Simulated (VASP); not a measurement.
# ZnCd15Te16 (a cell with a defect) in VASP: single point with PBEsol

Aim: the single point of ZnCd15Te16 (a cell with a defect) with PBEsol.

All numbers are computed with VASP 6.6.1; they aren't measurements. Logs are shortened: lines on timing, memory, paths and dates and some standing lists are left out, and cuts for length are marked.

## (1) The cell of the first run

The cell holds a defect, 32 atoms: a = 11.243 Å, b = 11.243 Å, c = 11.243 Å, α = 109.47°, β = 109.47°, γ = 109.47°.

## (2) Single point, PBEsol

INCAR

```
SYSTEM = ZnCd15Te16
PREC = Accurate
ENCUT = 520
EDIFF = 1E-6
ISMEAR = 0
SIGMA = 0.02
LREAL = Auto
LASPH = .TRUE.
NELM = 60
ALGO = Normal
ISIF = 2
LWAVE = .FALSE.
LCHARG = .TRUE.
GGA = PS
LELF = .TRUE.
LVHAR = .TRUE.
NBANDS = 166
```

KPOINTS

```
Automatic mesh
0
Gamma
  2 2 2
  0.5 0.5 0.5
```

POSCAR

```
ZnCd15Te16
1.0
   -6.4910890995      6.4910890995     -6.4910890995
    6.4910890995     -6.4910890995     -6.4910890995
   -6.4910890995     -6.4910890995      6.4910890995
Zn Cd Te
1 15 16
Direct
    0.0000000000      0.2500000000      0.7500000000
    0.7523879319      0.2500000000      0.9978721620
    0.5000000000      0.2500000000      0.2500000000
    0.2478721620      0.0023879319      0.7500000000
    0.2478721620      0.2500000000      0.5023879319
    1.0000000000      1.0023879319      0.9978721620
    0.7521278380      0.0021278380      0.2545157699
    0.5000000000      0.7500000000      0.7500000000
    0.5045157699      0.0021278380      0.5021278380
    0.2476120681      0.7454842301      0.9976120681
    0.0000000000      0.7500000000      0.2500000000
    0.7523879319      0.4978721620      0.7500000000
    0.7521278380      0.7545157699      0.5021278380
    0.4954842301      0.4976120681      0.9976120681
    0.2476120681      0.4976120681      0.2454842301
    0.0000000000      0.4978721620      0.5023879319
    0.0000000000      0.4870631105      0.7500000000
    0.7480905914      0.4995113491     -0.0004886509
    0.5014207577      0.5019094086      0.2514207577
    0.2370631105      0.2500000000      0.7500000000
    0.2495113491      0.4995113491      0.4980905914
    0.0000000000      0.2500000000     -0.0129368895
    0.7504886509      0.2500000000      0.2485792423
    0.4985792423      0.0004886509      0.7500000000
    0.4985792423      0.2500000000      0.5004886509
    0.2495113491     -0.0019094086     -0.0004886509
    0.0000000000      0.0004886509      0.2485792423
    0.7504886509      0.7485792423      0.7500000000
    0.7629368895      0.0129368895      0.5129368895
    0.5014207577      0.7514207577      0.0019094086
    0.2519094086      0.7514207577      0.2514207577
    0.0000000000      0.7485792423      0.5004886509
```

Potentials or basis: VASP PAW PBE potentials, release 64 (Zn, Cd, Te).

Run with:

```
> cat potpaw_PBE.64/Zn/POTCAR potpaw_PBE.64/Cd/POTCAR potpaw_PBE.64/Te/POTCAR > POTCAR
> mpirun -np 1 vasp_std > vasp.out
```

OUTCAR:

```text
SYSTEM = ZnCd15Te16
   PREC = Accurate
   ENCUT = 520
   EDIFF = 1E-6
   ISMEAR = 0
   LREAL = Auto
   LASPH = .TRUE.
   NELM = 60
   ISIF = 2
   GGA = PS

 ion  position               nearest neighbor table
   1  0.000  0.250  0.750-  17 2.67  20 2.67  22 2.67  29 2.67
   2  0.752  0.250  0.998-  18 2.82  24 2.82  23 2.83  22 2.83
   3  0.500  0.250  0.250-  19 2.82  23 2.82  25 2.82  26 2.82
   4  0.248  0.002  0.750-  26 2.82  32 2.82  24 2.83  20 2.83
   5  0.248  0.250  0.502-  21 2.82  27 2.82  25 2.83  20 2.83
   6  0.000  0.002  0.998-  26 2.82  28 2.82  27 2.83  22 2.83
[... 24 lines left out ...]
  31  0.252  0.751  0.251-  10 2.82  15 2.82  11 2.82   9 2.83
  32  0.000  0.749  0.500-   4 2.82  13 2.82  11 2.82  16 2.83

  LATTYP: Found a body centered cubic cell.
 ALAT       =    12.9821781990

  Lattice vectors:

 A1 = (  -6.4910890995,   6.4910890995,  -6.4910890995)
 A2 = (   6.4910890995,  -6.4910890995,  -6.4910890995)
 A3 = (  -6.4910890995,  -6.4910890995,   6.4910890995)

Analysis of symmetry for initial positions (statically):
=====================================================================
 Subroutine PRICEL returns:
 Original cell was already a primitive cell.

 Routine SETGRP: Setting up the symmetry group for a
 body centered cubic supercell.

 Subroutine GETGRP returns: Found 24 space group operations
 (whereof  2 operations were pure point group operations)
 out of a pool of 48 trial point group operations.

The static configuration has the point symmetry C_1h.
 The point group associated with its full space group is T_d .

Analysis of symmetry for dynamics (positions and initial velocities):
=====================================================================
 Subroutine PRICEL returns:
 Original cell was already a primitive cell.

 Routine SETGRP: Setting up the symmetry group for a
 body centered cubic supercell.

 Subroutine GETGRP returns: Found 24 space group operations
 (whereof  2 operations were pure point group operations)
 out of a pool of 48 trial point group operations.

The dynamic configuration has the point symmetry C_1h.
 The point group associated with its full space group is T_d .

 Subroutine INISYM returns: Found 24 space group operations
 (whereof  2 operations are pure point group operations),
 and found     1 'primitive' translations

----------------------------------------------------------------------------------------

                                     Primitive cell

  volume of cell :    1093.9884

  direct lattice vectors                    reciprocal lattice vectors
    -6.491089099  6.491089099 -6.491089099    -0.077028676  0.000000000 -0.077028676
     6.491089099 -6.491089099 -6.491089099     0.000000000 -0.077028676 -0.077028676
    -6.491089099 -6.491089099  6.491089099    -0.077028676 -0.077028676  0.000000000

  length of vectors
    11.242896117 11.242896117 11.242896117     0.108934998  0.108934998  0.108934998

  position of ions in fractional coordinates (direct lattice)
     0.000000000  0.250000000  0.750000000
     0.752387932  0.250000000  0.997872162
     0.500000000  0.250000000  0.250000000
     0.247872162  0.002387932  0.750000000
     0.247872162  0.250000000  0.502387932
     0.000000000  0.002387932  0.997872162
[... 24 lines left out ...]
     0.251909409  0.751420758  0.251420758
     0.000000000  0.748579242  0.500488651

  ion indices of the primitive-cell ions
   primitive index   ion index
                 1           1
                 2           2
                 3           3
                 4           4
                 5           5
                 6           6
[... 24 lines left out ...]
                31          31
                32          32

----------------------------------------------------------------------------------------

 KPOINTS: Automatic mesh

Automatic generation of k-mesh.
 Grid dimensions read from file:
 generate k-points for:    2    2    2

 Generating k-lattice:

  Cartesian coordinates                     Fractional coordinates (reciprocal lattice)
    -0.038514338  0.000000000 -0.038514338     0.500000000  0.000000000  0.000000000
     0.000000000 -0.038514338 -0.038514338     0.000000000  0.500000000  0.000000000
    -0.038514338 -0.038514338  0.000000000     0.000000000  0.000000000  0.500000000

  Length of vectors
     0.054467499  0.054467499  0.054467499

  Shift w.r.t. Gamma in fractional coordinates (k-lattice)
     0.500000000  0.500000000  0.500000000

 Subroutine IBZKPT returns following result:
 ===========================================

 Found      2 irreducible k-points:

 Following reciprocal coordinates:
            Coordinates               Weight
  0.250000  0.250000  0.250000      2.000000
 -0.250000  0.250000  0.250000      6.000000
   k-points           NKPTS =      2   k-points in BZ     NKDIM =      2   number of bands    NBANDS=    166
   number of dos      NEDOS =    301   number of ions     NIONS =     32
   total plane-waves  NPLWV = 592704
   dimension x,y,z NGX =    84 NGY =   84 NGZ =   84
   dimension x,y,z NGXF=   168 NGYF=  168 NGZF=  168
   ions per type =               1  15  16
   NGX,Y,Z   is equivalent  to a cutoff of  12.42, 12.42, 12.42 a.u.
   NGXF,Y,Z  is equivalent  to a cutoff of  24.84, 24.84, 24.84 a.u.
 SYSTEM =  ZnCd15Te16
   PREC   = accura    normal or accurate (medium, high low for compatibility)
   ISTART =      0    job   : 0-new  1-cont  2-samecut
   ICHARG =      2    charge: 1-file 2-atom 10-const
   ISPIN  =      1    spin polarized calculation?
   LNONCOLLINEAR =      F non collinear calculations
   LSORBIT =      F    spin-orbit coupling
   LASPH  =      T    aspherical Exc in radial PAW
   ENCUT  =  520.0 eV  38.22 Ry    6.18 a.u.  20.90 20.90 20.90*2*pi/ulx,y,z
   NELM   =     60;   NELMIN=  2; NELMDL= -5     # of ELM steps
   EDIFF  = 0.1E-05   stopping-criterion for ELM
   LREAL  =      T    real-space projection
   EDIFFG = 0.1E-04   stopping-criterion for IOM
   NSW    =      0    number of steps for IOM
   IBRION =     -1    ionic relax: 0-MD 1-quasi-New 2-CG
   NFREE  =      0    steps in history (QN), initial steepest desc. (CG)
   ISIF   =      2    stress and relaxation
   ISYM   =      2    0-nonsym 1-usesym 2-fastsym
   POTIM  = 0.5000    time-step for ionic-motion
   TEBEG  =    0.0;   TEEND  =   0.0 temperature during run
   PSTRESS=    0.0 pullay stress
   NELECT =     288.0000    total number of electrons
   NUPDOWN=      -1.0000    fix difference up-down
   EMIN   =  10.00;   EMAX   =-10.00  energy-range for DOS
   EFERMI =   0.00;   METHOD = LEGACY
   ISMEAR =     0;   SIGMA  =   0.02  broadening in eV -4-tet -1-fermi 0-gaus
   EFERMI_NEDOS =   21; number of points for ismear=-14 and -15
   IALGO  =     38    algorithm
   IMIX   =      4    mixing-type and parameters
     AMIX     =   0.40;   BMIX     =  1.00
     AMIX_MAG =   1.60;   BMIX_MAG =  1.00
  volume/ion in A,a.u.               =      34.19       230.71
  Fermi-wavevector in a.u.,A,eV,Ry     =   1.049224  1.982745 14.978251  1.100870
  Thomas-Fermi vector in A             =   2.184178
   LORBIT       =      0    0 simple, 1 ext, 2 COOP (PROOUT), +10 PAW based schemes
   GGA     = PS    functional components
   LHFCALC =     F    Hartree Fock is set to
   AEXX    =    0.0000 exact exchange contribution
   IVDW    =     0    specifies the selected vdW correction
   LEPSILON=     F    determine dielectric tensor
   LRPA    =     F    only Hartree local field effects (RPA)
 non-spin polarized calculation
 Gauss-broadening in eV      SIGMA  =   0.02
  energy-cutoff  :      520.00
  volume of cell :     1093.99
 maximum number of plane-waves:     29472
   NGX = 41   NGY = 41   NGZ = 41

 number of electron     288.0000017 magnetization

 Free energy of the ion-electron system (eV)
  ---------------------------------------------------
  ext. energy  EPLUGINS =         0.00000000
  ---------------------------------------------------
  free energy    TOTEN  =       -88.24350465 eV

  energy without entropy =      -88.24350465  energy(sigma->0) =      -88.24350465

 E-fermi :   1.8743     XC(G=0):  -8.7353

 val. band max:        1.7509007085   @ k =  -0.2500   0.2500   0.2500
 cond. band min:       3.9753142072   @ k =   0.2500   0.2500   0.2500
 fundamental gap:      2.2244134986
 Fermi energy:         1.8742707418

 k-point     1 :       0.2500    0.2500    0.2500
  band No.  band energies     occupation
      1      -8.9086      2.00000
      2      -8.8103      2.00000
      3      -8.8103      2.00000
      4      -8.8103      2.00000
      5      -8.5952      2.00000
      6      -8.5556      2.00000
[... 148 lines left out ...]
    155       5.0399      0.00000
    156       5.0399      0.00000

 k-point     2 :      -0.2500    0.2500    0.2500
  band No.  band energies     occupation
      1      -8.9742      2.00000
      2      -8.7757      2.00000
      3      -8.7081      2.00000
      4      -8.7054      2.00000
      5      -8.7054      2.00000
      6      -8.6349      2.00000
[... 148 lines left out ...]
    155       5.1751      0.00000
    156       5.3093      0.00000
 [bands above 156 left out]

------------------------ aborting loop because EDIFF is reached ----------------------------------------

  FORCE on cell =-STRESS in cart. coord.  units (eV):
  Direction    XX          YY          ZZ          XY          YZ          ZX
  --------------------------------------------------------------------------------------
  -------------------------------------------------------------------------------------
  Total       -2.8174819     -2.8174819     -2.8174819     -0.0000000     -0.0000000      0.0000000
  in kB       -4.1262831     -4.1262831     -4.1262831     -0.0000000     -0.0000000      0.0000000
  external PRESSURE =      -4.1262831 kB  Pullay stress =       0.0000000 kB

 VOLUME and BASIS-vectors are now :
 -----------------------------------------------------------------------------
  energy-cutoff  :      520.00
  volume of cell :     1093.99
      direct lattice vectors                 reciprocal lattice vectors
    -6.491089099  6.491089099 -6.491089099    -0.077028676  0.000000000 -0.077028676
     6.491089099 -6.491089099 -6.491089099     0.000000000 -0.077028676 -0.077028676
    -6.491089099 -6.491089099  6.491089099    -0.077028676 -0.077028676  0.000000000

 POSITION                                       TOTAL-FORCE (eV/Angst)
 -----------------------------------------------------------------------------------
     -3.24554     -6.49109      3.24554        -0.000000      0.000000      0.000000
     -9.73832     -3.21623     -0.02931        -0.002315     -0.002836      0.002836
     -3.24554      0.00000     -3.24554         0.000000      0.000000      0.000000
     -6.46178     -3.27486      3.24386        -0.002836      0.002836     -0.002315
     -3.24723     -3.27486      0.02931        -0.002315      0.002836     -0.002836
     -6.46178     -6.49278      6.46178        -0.002836     -0.002315      0.002836
[... 24 lines left out ...]
      1.61038     -4.87437     -4.88071        -0.006759     -0.006680     -0.006759
      1.61038     -8.10781     -1.61038        -0.006759      0.006680      0.006759
 -----------------------------------------------------------------------------------
    total drift:                               -0.000038     -0.000038     -0.000037

  FREE ENERGIE OF THE ION-ELECTRON SYSTEM (eV)
  ---------------------------------------------------
  free  energy   TOTEN  =       -88.2435046516 eV

  energy  without entropy=      -88.2435046516  energy(sigma->0) =      -88.24350465
```

Wall time 19 min (1 thread of Intel Xeon Platinum 8375C at 2.90GHz (Ice Lake), shared host); peak memory 1.2 GiB.

Results:

```
Free energy            : -88.2435 eV
Pressure               : -0.4 GPa
Largest force          : 0.012 eV/Å
Band gap on the k mesh : 2.22 eV
```

Forces in eV/Å, atoms in the order of the input:
```
Zn   0.000  0.000  0.000
Cd  -0.002 -0.003  0.003
Cd   0.000  0.000  0.000
Cd  -0.003  0.003 -0.002
Cd  -0.002  0.003 -0.003
Cd  -0.003 -0.002  0.003
Cd   0.003  0.003  0.002
Cd   0.000  0.000  0.000
Cd   0.003  0.002  0.003
Cd   0.002 -0.003 -0.003
Cd   0.000  0.000  0.000
Cd   0.003 -0.003 -0.002
Cd   0.002  0.003  0.003
Cd  -0.003  0.002 -0.003
Cd  -0.003 -0.003  0.002
Cd   0.003 -0.002 -0.003
Te  -0.004  0.004  0.004
Te   0.007 -0.007  0.007
Te  -0.007 -0.007 -0.007
Te   0.004 -0.004  0.004
Te   0.007  0.007 -0.007
Te   0.004  0.004 -0.004
Te   0.007  0.007 -0.007
Te   0.007 -0.007  0.007
Te   0.007 -0.007  0.007
Te  -0.007  0.007  0.007
Te   0.007  0.007 -0.007
Te  -0.007  0.007  0.007
Te  -0.004 -0.004 -0.004
Te  -0.007 -0.007 -0.007
Te  -0.007 -0.007 -0.007
Te  -0.007  0.007  0.007
```

Caveat: the PAW data sets were made with another functional, which shifts forces and pressure a little; spin-orbit coupling is left out, which moves the levels of the heavy elements.
